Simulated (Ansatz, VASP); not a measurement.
One calculation of TlBr, two programs

Contents of INCAR:

```
SYSTEM = TlBr
ALGO = Normal ; EDIFF = 1E-6
ENCUT = 500 ; GGA = PE
GGA_COMPAT = .False. ; ISIF = 2
ISMEAR = -1 ; LASPH = .True.
LCHARG = .False. ; LREAL = .False.
LWAVE = .False. ; NBANDS = 17
NELM = 120 ; PREC = Accurate
SIGMA = 0.03
```

File KPOINTS:

```
k-points
0
Gamma
  8 8 8
  0 0 0
```

File POSCAR:

```
TlBr
1.0
    3.9700000000      0.0000000000      0.0000000000
    0.0000000000      3.9700000000      0.0000000000
    0.0000000000      0.0000000000      3.9700000000
Tl Br
1 1
Direct
    0.0000000000      0.0000000000      0.0000000000
    0.5000000000      0.5000000000      0.5000000000
```

Input for Ansatz:

```yaml
crystal:
  lattice:
    - [3.97, 0.0, 0.0]
    - [0.0, 3.97, 0.0]
    - [0.0, 0.0, 3.97]
  atoms:
    - { symbol: Tl, position: [0.0, 0.0, 0.0] }
    - { symbol: Br, position: [0.5, 0.5, 0.5] }
kpoints:
  mp_grid: { grid: [8, 8, 8] }
scf:
  occupations: { method: fermi_dirac, width: 0.03 }
hamiltonian:
  xc: pbe
  pseudopotentials: { kind: all_electron, lapw: { basis_error: 0.001 } }
output:
  forces: true
  stress: true
  eigenvalues: true
basis:
  ecutwfc: 320
```

Alike in both runs: task single point; functional PBE; k mesh 8 × 8 × 8; occupations fermi-dirac, width 0.03 eV; no spin polarisation.

|  | VASP | Ansatz |
| --- | --- | --- |
| version | VASP 6.6.1 | Ansatz 0.2.0 |
| potentials or method | VASP PAW PBE potentials, release 64 (Tl_d, Br), cutoff 500 eV | all-electron LAPW, scalar-relativistic |

|  | VASP | Ansatz | Ansatz less VASP |
| --- | --- | --- | --- |
| gap on the k mesh at the Fermi level (eV) | 1.84 | 1.84 | -0.006 |
| pressure (GPa) | 1.4 | 1.4 | +0.03 |

Ansatz ran all-electron here, and VASP with PAW potentials.

Neither program's run includes spin-orbit coupling.
